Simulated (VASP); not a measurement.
# ScSn3Se (Pm-3m) in VASP: a series of runs

The runs below take ScSn3Se through relaxation of cell and atoms, single point, with PBE.

Everything below comes from runs of VASP 6.6.1. Logs are shortened: lines on timing, memory, paths and dates and some standing lists are left out, and cuts for length are marked.

## Step 1: The cell of the first run

It takes space group Pm-3m (No. 221, cubic). The conventional cell has a = 5.440 Å, b = 5.440 Å, c = 5.440 Å, α = 90.00°, β = 90.00°, γ = 90.00°. Sc (site symmetry m-3m) has 6 Sn at 2.72 Å within 3.6 Å. Within 3.6 Å of Sn (site symmetry 4/mmm) lie 2 Sc at 2.72 Å. Within 5.1 Å of Se (site symmetry m-3m) lie 12 Sn at 3.85 Å and 8 Sc at 4.71 Å.

## Step 2: Relaxation of cell and atoms, PBE

INCAR

```
ALGO     = Normal         # electronic algorithm
EDIFF    = 1E-7           # SCF threshold, eV
EDIFFG   = -0.04          # ionic threshold
ENCUT    = 600            # plane-wave cutoff, eV
GGA      = PE             # functional
IBRION   = 2              # ionic algorithm
ISIF     = 3              # what is computed and relaxed
ISMEAR   = 0              # smearing method
LASPH    = True           # aspherical terms in the spheres
LCHARG   = False          # write CHGCAR
LREAL    = False          # projectors in reciprocal space
LWAVE    = False          # write WAVECAR
NELM     = 100            # most SCF steps
NSW      = 90             # ionic steps
PREC     = Accurate       # precision mode
SIGMA    = 0.1            # smearing width, eV
```

KPOINTS

```
k-points
0
Gamma
  4 4 4
```

POSCAR

```
ScSn3Se
1.0
    5.4399625400      0.0000000000      0.0000000000
    0.0000000000      5.4399625400      0.0000000000
    0.0000000000      0.0000000000      5.4399625400
Sc Sn Se
1 3 1
Direct
    0.0000000000      0.0000000000      0.0000000000
    0.5000000000      0.0000000000      0.0000000000
    0.0000000000      0.5000000000      0.0000000000
    0.0000000000      0.0000000000      0.5000000000
    0.5000000000      0.5000000000      0.5000000000
```

Potentials or basis: VASP PAW PBE potentials, release 64 (Sc_sv, Sn_d, Se).

Started as:

```
$ cat potpaw_PBE.64/Sc_sv/POTCAR potpaw_PBE.64/Sn_d/POTCAR potpaw_PBE.64/Se/POTCAR > POTCAR
$ mpirun -np 1 vasp_std > vasp.out
```

OUTCAR:

```text
EDIFF = 1E-7
   EDIFFG = -0.04
   ENCUT = 600
   GGA = PE
   IBRION = 2
   ISIF = 3
   ISMEAR = 0
   LASPH = True
   LREAL = False
   NELM = 100
   NSW = 90
   PREC = Accurate

 ion  position               nearest neighbor table
   1  0.000  0.000  0.000-   2 2.72   3 2.72   4 2.72   4 2.72   3 2.72   2 2.72
   2  0.500  0.000  0.000-   1 2.72   1 2.72
   3  0.000  0.500  0.000-   1 2.72   1 2.72
   4  0.000  0.000  0.500-   1 2.72   1 2.72
   5  0.500  0.500  0.500-

  LATTYP: Found a simple cubic cell.
 ALAT       =     5.4399625400

  Lattice vectors:

 A1 = (   5.4399625400,   0.0000000000,   0.0000000000)
 A2 = (   0.0000000000,   5.4399625400,   0.0000000000)
 A3 = (   0.0000000000,   0.0000000000,   5.4399625400)

Analysis of symmetry for initial positions (statically):
=====================================================================
 Subroutine PRICEL returns:
 Original cell was already a primitive cell.

 Routine SETGRP: Setting up the symmetry group for a
 simple cubic supercell.

 Subroutine GETGRP returns: Found 48 space group operations
 (whereof 48 operations were pure point group operations)
 out of a pool of 48 trial point group operations.

The static configuration has the point symmetry O_h .

Analysis of symmetry for dynamics (positions and initial velocities):
=====================================================================
 Subroutine PRICEL returns:
 Original cell was already a primitive cell.

 Routine SETGRP: Setting up the symmetry group for a
 simple cubic supercell.

 Subroutine GETGRP returns: Found 48 space group operations
 (whereof 48 operations were pure point group operations)
 out of a pool of 48 trial point group operations.

The dynamic configuration has the point symmetry O_h .

 Subroutine INISYM returns: Found 48 space group operations
 (whereof 48 operations are pure point group operations),
 and found     1 'primitive' translations

----------------------------------------------------------------------------------------

                                     Primitive cell

  volume of cell :     160.9859

  direct lattice vectors                    reciprocal lattice vectors
     5.439962540  0.000000000  0.000000000     0.183824795  0.000000000  0.000000000
     0.000000000  5.439962540  0.000000000     0.000000000  0.183824795  0.000000000
     0.000000000  0.000000000  5.439962540     0.000000000  0.000000000  0.183824795

  length of vectors
     5.439962540  5.439962540  5.439962540     0.183824795  0.183824795  0.183824795

  position of ions in fractional coordinates (direct lattice)
     0.000000000  0.000000000  0.000000000
     0.500000000  0.000000000  0.000000000
     0.000000000  0.500000000  0.000000000
     0.000000000  0.000000000  0.500000000
     0.500000000  0.500000000  0.500000000

  ion indices of the primitive-cell ions
   primitive index   ion index
                 1           1
                 2           2
                 3           3
                 4           4
                 5           5

----------------------------------------------------------------------------------------

 KPOINTS: k-points

Automatic generation of k-mesh.
 Grid dimensions read from file:
 generate k-points for:    4    4    4

 Generating k-lattice:

  Cartesian coordinates                     Fractional coordinates (reciprocal lattice)
[... 49 lines left out ...]
   IBRION =      2    ionic relax: 0-MD 1-quasi-New 2-CG
   NFREE  =      1    steps in history (QN), initial steepest desc. (CG)
   ISIF   =      3    stress and relaxation
   ISYM   =      2    0-nonsym 1-usesym 2-fastsym
   POTIM  = 0.5000    time-step for ionic-motion
   TEBEG  =    0.0;   TEEND  =   0.0 temperature during run
   PSTRESS=    0.0 pullay stress
   NELECT =      59.0000    total number of electrons
   NUPDOWN=      -1.0000    fix difference up-down
   EMIN   =  10.00;   EMAX   =-10.00  energy-range for DOS
   EFERMI =   0.00;   METHOD = LEGACY
   ISMEAR =     0;   SIGMA  =   0.10  broadening in eV -4-tet -1-fermi 0-gaus
   EFERMI_NEDOS =   21; number of points for ismear=-14 and -15
   IALGO  =     38    algorithm
   IMIX   =      4    mixing-type and parameters
     AMIX     =   0.40;   BMIX     =  1.00
     AMIX_MAG =   1.60;   BMIX_MAG =  1.00
  volume/ion in A,a.u.               =      32.20       217.28
  Fermi-wavevector in a.u.,A,eV,Ry     =   1.171556  2.213919 18.674577  1.372543
  Thomas-Fermi vector in A             =   2.307998
   LORBIT       =      0    0 simple, 1 ext, 2 COOP (PROOUT), +10 PAW based schemes
   GGA     = PE    functional components
   LHFCALC =     F    Hartree Fock is set to
   AEXX    =    0.0000 exact exchange contribution
   IVDW    =     0    specifies the selected vdW correction
   LEPSILON=     F    determine dielectric tensor
   LRPA    =     F    only Hartree local field effects (RPA)
 conjugate gradient relaxation of ions
 non-spin polarized calculation
 Gauss-broadening in eV      SIGMA  =   0.10
  energy-cutoff  :      600.00
  volume of cell :      160.99
 maximum number of plane-waves:      5449
 NGX is ok and might be reduce to    48
   NGX = 21   NGY = 21   NGZ = 21

--------------------------------------- Ionic step        1  -------------------------------------------

 number of electron      59.0000033 magnetization

 Free energy of the ion-electron system (eV)
  ---------------------------------------------------
  ext. energy  EPLUGINS =         0.00000000
  ---------------------------------------------------
  free energy    TOTEN  =       -18.96410961 eV

  energy without entropy =      -18.93487722  energy(sigma->0) =      -18.94949341

------------------------ aborting loop because EDIFF is reached ----------------------------------------

  FORCE on cell =-STRESS in cart. coord.  units (eV):
  Direction    XX          YY          ZZ          XY          YZ          ZX
  --------------------------------------------------------------------------------------
  -------------------------------------------------------------------------------------
  Total        2.3857918      2.3857918      2.3857918      0.0000000     -0.0000000     -0.0000000
  in kB       23.7440831     23.7440831     23.7440831      0.0000000     -0.0000000     -0.0000000
  external PRESSURE =      23.7440831 kB  Pullay stress =       0.0000000 kB

 VOLUME and BASIS-vectors are now :
 -----------------------------------------------------------------------------
  energy-cutoff  :      600.00
  volume of cell :      160.99
      direct lattice vectors                 reciprocal lattice vectors
     5.439962540  0.000000000  0.000000000     0.183824795  0.000000000  0.000000000
     0.000000000  5.439962540  0.000000000     0.000000000  0.183824795  0.000000000
     0.000000000  0.000000000  5.439962540     0.000000000  0.000000000  0.183824795

 POSITION                                       TOTAL-FORCE (eV/Angst)
 -----------------------------------------------------------------------------------
      0.00000      0.00000      0.00000         0.000000      0.000000      0.000000
      2.71998      0.00000      0.00000         0.000000      0.000000      0.000000
      0.00000      2.71998      0.00000         0.000000      0.000000      0.000000
      0.00000      0.00000      2.71998         0.000000      0.000000      0.000000
      2.71998      2.71998      2.71998         0.000000      0.000000      0.000000
 -----------------------------------------------------------------------------------
    total drift:                                0.000000      0.000000      0.000000

  FREE ENERGIE OF THE ION-ELECTRON SYSTEM (eV)
  ---------------------------------------------------
  free  energy   TOTEN  =       -18.9641096052 eV

  energy  without entropy=      -18.9348772240  energy(sigma->0) =      -18.94949341

--------------------------------------- Ionic step        2  -------------------------------------------

 number of electron      58.9999973 magnetization

 Free energy of the ion-electron system (eV)
  ---------------------------------------------------
  ext. energy  EPLUGINS =         0.00000000
  ---------------------------------------------------
  free energy    TOTEN  =       -19.03960833 eV

  energy without entropy =      -19.00368893  energy(sigma->0) =      -19.02164863

 E-fermi :   3.2640     XC(G=0):  -8.7249

 val. band max:        3.2426264867   @ k =   0.2500   0.2500   0.0000
 cond. band min:       3.2848569406   @ k =   0.0000   0.0000   0.0000
 fundamental gap:      0.0422304538
 Fermi energy:         3.2640140672

 k-point     1 :       0.0000    0.0000    0.0000
  band No.  band energies     occupation
      1     -45.2018      2.00000
      2     -23.9255      2.00000
      3     -23.9255      2.00000
      4     -23.9255      2.00000
      5     -17.9318      2.00000
      6     -17.9318      2.00000
[... 369 lines left out ...]
     34       7.2149      0.00000
     35       7.2155      0.00000

------------------------ aborting loop because EDIFF is reached ----------------------------------------

  FORCE on cell =-STRESS in cart. coord.  units (eV):
  Direction    XX          YY          ZZ          XY          YZ          ZX
  --------------------------------------------------------------------------------------
  -------------------------------------------------------------------------------------
  Total       -0.0897689     -0.0897689     -0.0897689      0.0000000      0.0000000     -0.0000000
  in kB       -0.8344439     -0.8344439     -0.8344439      0.0000000      0.0000000     -0.0000000
  external PRESSURE =      -0.8344439 kB  Pullay stress =       0.0000000 kB

 VOLUME and BASIS-vectors are now :
 -----------------------------------------------------------------------------
  energy-cutoff  :      600.00
  volume of cell :      172.36
      direct lattice vectors                 reciprocal lattice vectors
     5.565187138  0.000000000 -0.000000000     0.179688477 -0.000000000  0.000000000
     0.000000000  5.565187138  0.000000000     0.000000000  0.179688477  0.000000000
    -0.000000000 -0.000000000  5.565187138     0.000000000 -0.000000000  0.179688477

 POSITION                                       TOTAL-FORCE (eV/Angst)
 -----------------------------------------------------------------------------------
      0.00000      0.00000      0.00000         0.000000      0.000000      0.000000
      2.78259      0.00000     -0.00000         0.000000      0.000000      0.000000
      0.00000      2.78259      0.00000         0.000000      0.000000      0.000000
     -0.00000     -0.00000      2.78259        -0.000000     -0.000000      0.000000
      2.78259      2.78259      2.78259         0.000000      0.000000     -0.000000
 -----------------------------------------------------------------------------------
    total drift:                                0.000000      0.000000      0.000000

  FREE ENERGIE OF THE ION-ELECTRON SYSTEM (eV)
  ---------------------------------------------------
  free  energy   TOTEN  =       -19.0396083253 eV

  energy  without entropy=      -19.0036889348  energy(sigma->0) =      -19.02164863

 reached required accuracy - stopping structural energy minimisation
```

Wall time 85 s (1 thread of Intel Xeon 6975P-C (Granite Rapids), shared host); peak memory 0.36 GiB.

Results:

| Item | Value |
| --- | --- |
| Free energy | -19.0396 eV |
| Relaxed volume | 34.47 Å³/atom |
| Relaxed cell | a = 5.565 Å, b = 5.565 Å, c = 5.565 Å, α = 90.00°, β = 90.00°, γ = 90.00° |
| Space group after relaxing (to 0.05 Å) | Pm-3m (No. 221) |
| Energy gained by relaxing | 15.1 meV/atom |
| Ionic steps | 2 |
| Pressure after relaxing | -0.1 GPa |

The path:
```
step  energy change (eV)  largest force (eV/Å)  pressure (GPa)  volume (Å³)
   1              0.0000                0.0000            2.37       160.99
   2             -0.0755                0.0000           -0.08       172.36
```

Final structure:
```
Sc Sn Se
1.0
     5.56519    0.00000    0.00000
     0.00000    5.56519    0.00000
     0.00000    0.00000    5.56519
Sc Sn Se
1 3 1
Direct
  0.00000 0.00000 0.00000
  0.50000 0.00000 0.00000
  0.00000 0.50000 0.00000
  0.00000 0.00000 0.50000
  0.50000 0.50000 0.50000
```

Caveat: spin-orbit coupling is left out, which moves the levels of the heavy elements.

## Step 3: Single point, PBE, collinear spin, ferromagnetic start

This run uses another cell than the first one, of 34.11 Å³/atom, 1.059 times its volume.

INCAR

```
SYSTEM = ScSn3Se
PREC = Accurate ; ENCUT = 520
EDIFF = 1E-6 ; ISMEAR = 0
SIGMA = 0.1 ; LREAL = .False.
LASPH = .True. ; NELM = 150
ALGO = Normal ; ISIF = 2
LWAVE = .False. ; LCHARG = .False.
ISPIN = 2 ; MAGMOM = 1 0 0 0 0
LORBIT = 11 ; LMAXMIX = 4
GGA = PE ; NBANDS = 42
```

KPOINTS

```
regular mesh
0
Gamma
  4 4 4
  0 0 0
```

POSCAR, as its differences from that of step 2:

```diff
@@ -2,5 +2,5 @@
 1.0
-    5.4399625400      0.0000000000      0.0000000000
-    0.0000000000      5.4399625400      0.0000000000
-    0.0000000000      0.0000000000      5.4399625400
+    5.5456155550      0.0000000000      0.0000000000
+    0.0000000000      5.5456155550      0.0000000000
+    0.0000000000      0.0000000000      5.5456155550
 Sc Sn Se
```

Potentials or basis: VASP PAW PBE potentials, release 64 (Sc_sv, Sn_d, Se).

Started as:

```
$ cat potpaw_PBE.64/Sc_sv/POTCAR potpaw_PBE.64/Sn_d/POTCAR potpaw_PBE.64/Se/POTCAR > POTCAR
$ mpirun -np 1 vasp_std > vasp.out
```

Run time: 1.9 min. Hardware: 1 thread of Intel Xeon 6975P-C (Granite Rapids), shared host; peak memory 0.36 GiB.

The run converged. Its results:

```
Free energy                                           : -19.0394 eV
Pressure                                              : 0.2 GPa
Net moment                                            : 0.00 μB per cell
Valence electrons inside the program's atomic spheres : Sc 9.67; Sn 12.15; Se 3.62
```

Levels at points of the mesh, in eV from the Fermi level:
Spin up:
```
           k point  band 26  band 27  band 28  band 29  band 30  band 31  band 32  band 33
(0.00, 0.00, 0.00)    -2.21     0.03     0.03     0.03     1.88     1.88     1.88     1.90
(0.50, 0.00, 0.00)    -0.97    -0.84    -0.84    -0.84     0.74     0.74     0.89     0.92
(0.50, 0.50, 0.00)    -1.34    -1.34    -1.12    -0.16    -0.07    -0.07     0.07     2.04
(0.50, 0.50, 0.50)    -2.77    -2.77    -0.14    -0.14     0.60     0.60     0.60     3.98
```
Spin down:
| k point | band 25 | band 26 | band 27 | band 28 | band 29 | band 30 | band 31 | band 32 | band 33 | band 34 |
| --- | --- | --- | --- | --- | --- | --- | --- | --- | --- | --- |
| (0.00, 0.00, 0.00) | -2.21 | -2.21 | 0.03 | 0.03 | 0.03 | 1.88 | 1.88 | 1.88 | 1.90 | 1.90 |
| (0.50, 0.00, 0.00) | -1.58 | -0.97 | -0.84 | -0.84 | -0.84 | 0.74 | 0.74 | 0.89 | 0.92 | 1.94 |
| (0.50, 0.50, 0.00) | -1.57 | -1.34 | -1.34 | -1.12 | -0.16 | -0.07 | -0.07 | 0.07 | 2.04 | 2.04 |
| (0.50, 0.50, 0.50) | -2.77 | -2.77 | -2.77 | -0.14 | -0.14 | 0.60 | 0.60 | 0.60 | 3.98 | 3.98 |

Caveat: spin-orbit coupling is left out, which moves the levels of the heavy elements.
